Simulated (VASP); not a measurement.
# Hf (P6/mmm) in VASP: single point with r2SCAN

Aim: the single point of Hf with r2SCAN.

Program: VASP 6.6.1. These are calculated values, not measurements. Logs are shortened: lines on timing, memory, paths and dates and some standing lists are left out, and cuts for length are marked.

### 1 The cell of the first run

The structure is hexagonal, space group P6/mmm (No. 191). Conventional cell: a = 4.862 Å, b = 4.862 Å, c = 3.006 Å, α = 90.00°, β = 90.00°, γ = 120.00°. Hf (site symmetry 6/mmm) has 14 Hf at 3.01 to 3.18 Å within 4.0 Å. Within 3.7 Å of Hf (site symmetry -6m2) lie 11 Hf at 2.81 to 3.18 Å.

### 2 Single point, r2SCAN

POSCAR reads:

```
Hf
1.0
    4.8619979598      0.0000000000      0.0000000000
   -2.4309989799      4.2106137463      0.0000000000
    0.0000000000      0.0000000000      3.0063384410
Hf
3
Direct
    0.0000000000      0.0000000000      0.0000000000
    0.3333333333      0.6666666667      0.5000000000
    0.6666666667      0.3333333333      0.5000000000
```

INCAR.step1 reads:

```
SYSTEM = Hf
  ALGO = Normal
  EDIFF = 1E-4
  ENCUT = 520
  GGA = PE
  ISMEAR = 0
  LASPH = .TRUE.
  LCHARG = .FALSE.
  LREAL = .FALSE.
  LWAVE = .TRUE.
  NBANDS = 22
  NELM = 80
  PREC = Accurate
  SIGMA = 0.1
```

INCAR.step2 reads:

```
SYSTEM = Hf
  ALGO = Normal
  EDIFF = 1E-7
  ENCUT = 520
  ISIF = 2
  ISMEAR = 0
  ISTART = 1
  LASPH = .TRUE.
  LCHARG = .FALSE.
  LMIXTAU = .TRUE.
  LREAL = .FALSE.
  LWAVE = .FALSE.
  METAGGA = R2SCAN
  NBANDS = 22
  NELM = 80
  PREC = Accurate
  SIGMA = 0.1
```

KPOINTS reads:

```
k-points
0
G
  6 6 6
  0 0 0
```

Potentials or basis: VASP PAW PBE potentials, release 64 (Hf_pv).

The run is started by

```sh
$ cat potpaw_PBE.64/Hf_pv/POTCAR > POTCAR
$ cp INCAR.step1 INCAR
$ mpirun -np 1 vasp_std > vasp.out
$ cp INCAR.step2 INCAR
$ mpirun -np 1 vasp_std > vasp.out
```

OUTCAR:

```text
SYSTEM = Hf
   EDIFF = 1E-7
   ENCUT = 520
   ISIF = 2
   ISMEAR = 0
   ISTART = 1
   LASPH = .TRUE.
   LREAL = .FALSE.
   METAGGA = R2SCAN
   NELM = 80
   PREC = Accurate

 ion  position               nearest neighbor table
   1  0.000  0.000  0.000-   2 3.18   3 3.18   2 3.18   3 3.18   2 3.18   2 3.18   3 3.18   3 3.18
                             3 3.18   3 3.18   2 3.18   2 3.18
   2  0.333  0.667  0.500-   3 2.81   3 2.81   3 2.81   1 3.18   1 3.18   1 3.18   1 3.18   1 3.18
                             1 3.18
   3  0.667  0.333  0.500-   2 2.81   2 2.81   2 2.81   1 3.18   1 3.18   1 3.18   1 3.18   1 3.18
                             1 3.18

  LATTYP: Found a hexagonal cell.
 ALAT       =     4.8619979598
 C/A-ratio  =     0.6183339577

  Lattice vectors:

 A1 = (   4.8619979598,   0.0000000000,   0.0000000000)
 A2 = (  -2.4309989799,   4.2106137463,   0.0000000000)
 A3 = (   0.0000000000,   0.0000000000,   3.0063384410)

Analysis of symmetry for initial positions (statically):
=====================================================================
 Subroutine PRICEL returns:
 Original cell was already a primitive cell.

 Routine SETGRP: Setting up the symmetry group for a
 hexagonal supercell.

 Subroutine GETGRP returns: Found 24 space group operations
 (whereof 24 operations were pure point group operations)
 out of a pool of 24 trial point group operations.

The static configuration has the point symmetry D_6h.

Analysis of symmetry for dynamics (positions and initial velocities):
=====================================================================
 Subroutine PRICEL returns:
 Original cell was already a primitive cell.

 Routine SETGRP: Setting up the symmetry group for a
 hexagonal supercell.

 Subroutine GETGRP returns: Found 24 space group operations
 (whereof 24 operations were pure point group operations)
 out of a pool of 24 trial point group operations.

The dynamic configuration has the point symmetry D_6h.

 Subroutine INISYM returns: Found 24 space group operations
 (whereof 24 operations are pure point group operations),
 and found     1 'primitive' translations

----------------------------------------------------------------------------------------

                                     Primitive cell

  volume of cell :      61.5457

[... 81 lines left out ...]
   PREC   = accura    normal or accurate (medium, high low for compatibility)
   ISTART =      1    job   : 0-new  1-cont  2-samecut
   ICHARG =      0    charge: 1-file 2-atom 10-const
   ISPIN  =      1    spin polarized calculation?
   LNONCOLLINEAR =      F non collinear calculations
   LSORBIT =      F    spin-orbit coupling
   LASPH  =      T    aspherical Exc in radial PAW
   ENCUT  =  520.0 eV  38.22 Ry    6.18 a.u.   9.04  9.04  5.59*2*pi/ulx,y,z
   NELM   =     80;   NELMIN=  2; NELMDL=  0     # of ELM steps
   EDIFF  = 0.1E-06   stopping-criterion for ELM
   LREAL  =      F    real-space projection
   EDIFFG = 0.1E-05   stopping-criterion for IOM
   NSW    =      0    number of steps for IOM
   IBRION =     -1    ionic relax: 0-MD 1-quasi-New 2-CG
   NFREE  =      0    steps in history (QN), initial steepest desc. (CG)
   ISIF   =      2    stress and relaxation
   ISYM   =      2    0-nonsym 1-usesym 2-fastsym
   POTIM  = 0.5000    time-step for ionic-motion
   TEBEG  =    0.0;   TEEND  =   0.0 temperature during run
   PSTRESS=    0.0 pullay stress
   NELECT =      30.0000    total number of electrons
   NUPDOWN=      -1.0000    fix difference up-down
   EMIN   =  10.00;   EMAX   =-10.00  energy-range for DOS
   EFERMI =   0.00;   METHOD = LEGACY
   ISMEAR =     0;   SIGMA  =   0.10  broadening in eV -4-tet -1-fermi 0-gaus
   EFERMI_NEDOS =   21; number of points for ismear=-14 and -15
   IALGO  =     38    algorithm
   IMIX   =      4    mixing-type and parameters
     AMIX     =   0.40;   BMIX     =  1.00
     AMIX_MAG =   1.60;   BMIX_MAG =  1.00
  volume/ion in A,a.u.               =      20.52       138.44
  Fermi-wavevector in a.u.,A,eV,Ry     =   1.288396  2.434715 22.585171  1.659963
  Thomas-Fermi vector in A             =   2.420352
   LORBIT       =      0    0 simple, 1 ext, 2 COOP (PROOUT), +10 PAW based schemes
   METAGGA = R2SCAN    functional components
   LHFCALC =     F    Hartree Fock is set to
   AEXX    =    0.0000 exact exchange contribution
   IVDW    =     0    specifies the selected vdW correction
   LEPSILON=     F    determine dielectric tensor
   LRPA    =     F    only Hartree local field effects (RPA)
 non-spin polarized calculation
 Gauss-broadening in eV      SIGMA  =   0.10
  energy-cutoff  :      520.00
  volume of cell :       61.55
 maximum number of plane-waves:      1676
   NGX = 19   NGY = 19   NGZ = 11

 number of electron      30.0000000 magnetization

 Free energy of the ion-electron system (eV)
  ---------------------------------------------------
  ext. energy  EPLUGINS =         0.00000000
  ---------------------------------------------------
  free energy    TOTEN  =      -135.25304173 eV

  energy without entropy =     -135.23960952  energy(sigma->0) =     -135.24632562

 E-fermi :   5.2081     XC(G=0): -12.6031

 val. band max:        5.1929064905   @ k =   0.5000   0.0000   0.1667
 cond. band min:       5.2725415686   @ k =   0.3333   0.3333   0.3333
 fundamental gap:      0.0796350781
 Fermi energy:         5.2081393271

 k-point     1 :       0.0000    0.0000    0.0000
  band No.  band energies     occupation
      1     -26.5324      2.00000
      2     -26.5324      2.00000
      3     -26.4360      2.00000
      4     -26.4360      2.00000
      5     -25.9592      2.00000
      6     -25.6987      2.00000
[... 589 lines left out ...]
     21      10.3689      0.00000
     22      10.4233      0.00000

 [... further k-points ...]
[... 5 lines left out ...]
  --------------------------------------------------------------------------------------
  -------------------------------------------------------------------------------------
  Total        3.0786394      3.0786394      4.0598056      0.0000000     -0.0000000      0.0000000
  in kB       80.1440636     80.1440636    105.6860775      0.0000000     -0.0000000      0.0000000
  external PRESSURE =      88.6580683 kB  Pullay stress =       0.0000000 kB

 VOLUME and BASIS-vectors are now :
 -----------------------------------------------------------------------------
  energy-cutoff  :      520.00
  volume of cell :       61.55
      direct lattice vectors                 reciprocal lattice vectors
     4.861997960  0.000000000  0.000000000     0.205676763  0.118747534  0.000000000
    -2.430998980  4.210613746  0.000000000     0.000000000  0.237495068  0.000000000
     0.000000000  0.000000000  3.006338441     0.000000000  0.000000000  0.332630547

 POSITION                                       TOTAL-FORCE (eV/Angst)
 -----------------------------------------------------------------------------------
      0.00000      0.00000      0.00000        -0.000000      0.000000     -0.000000
     -0.00000      2.80708      1.50317         0.000000     -0.000000      0.000000
      2.43100      1.40354      1.50317        -0.000000      0.000000     -0.000000
 -----------------------------------------------------------------------------------
    total drift:                                0.000000      0.000000     -0.000000

  FREE ENERGIE OF THE ION-ELECTRON SYSTEM (eV)
  ---------------------------------------------------
  free  energy   TOTEN  =      -135.2530417307 eV

  energy  without entropy=     -135.2396095175  energy(sigma->0) =     -135.24632562
```

OUTCAR.step1:

```text
SYSTEM = Hf
   EDIFF = 1E-4
   ENCUT = 520
   GGA = PE
   ISMEAR = 0
   LASPH = .TRUE.
   LREAL = .FALSE.
   NELM = 80
[... 826 lines left out ...]
      0.00000      0.00000      0.00000        -0.000000      0.000000     -0.000000
     -0.00000      2.80708      1.50317         0.000000      0.000000      0.000000
      2.43100      1.40354      1.50317        -0.000000      0.000000     -0.000000
 -----------------------------------------------------------------------------------
    total drift:                                0.000000      0.000000     -0.000000

  FREE ENERGIE OF THE ION-ELECTRON SYSTEM (eV)
  ---------------------------------------------------
  free  energy   TOTEN  =       -29.4986207569 eV

  energy  without entropy=      -29.4852906222  energy(sigma->0) =      -29.49195569
```

OSZICAR.step1:

```text
N       E                     dE             d eps       ncg     rms          rms(c)
DAV:   1     0.973064549420E+02    0.97306E+02   -0.16468E+04  1240   0.130E+03
DAV:   2    -0.252909543687E+02   -0.12260E+03   -0.11619E+03  1420   0.304E+02
DAV:   3    -0.304268822553E+02   -0.51359E+01   -0.49190E+01  1700   0.386E+01
DAV:   4    -0.305003482320E+02   -0.73466E-01   -0.73365E-01  1432   0.465E+00
DAV:   5    -0.305016306296E+02   -0.12824E-02   -0.12821E-02  1604   0.539E-01    0.844E+01
DAV:   6    -0.297658661230E+02    0.73576E+00   -0.64187E-01  1346   0.532E+00    0.496E+01
DAV:   7    -0.295106034898E+02    0.25526E+00   -0.11224E+00  1346   0.645E+00    0.260E+00
DAV:   8    -0.295016084543E+02    0.89950E-02   -0.72143E-02  1572   0.161E+00    0.181E+00
DAV:   9    -0.294986206017E+02    0.29879E-02   -0.14943E-02  1488   0.939E-01    0.647E-01
DAV:  10    -0.294986216331E+02   -0.10313E-05   -0.17297E-03  1476   0.259E-01    0.160E-01
DAV:  11    -0.294986207569E+02    0.87612E-06   -0.31726E-05   928   0.444E-02
   1 F= -.29498621E+02 E0= -.29491956E+02  d E =-.133301E-01
```

Run time: 2 min. Hardware: 1 thread of Intel Xeon 6975P-C, shared host; peak memory 0.19 GiB.

What came out:

```yaml
Free_energy: -135.2530 eV
Pressure: 8.9 GPa
Band_gap_on_the_k_mesh: zero (band 15 reaches 5.61 eV, above the bottom of band 16 at 4.70 eV)
```

Caveat: the PAW data sets were made with another functional, which shifts forces and pressure a little; spin-orbit coupling is left out, which moves the levels of the heavy elements.
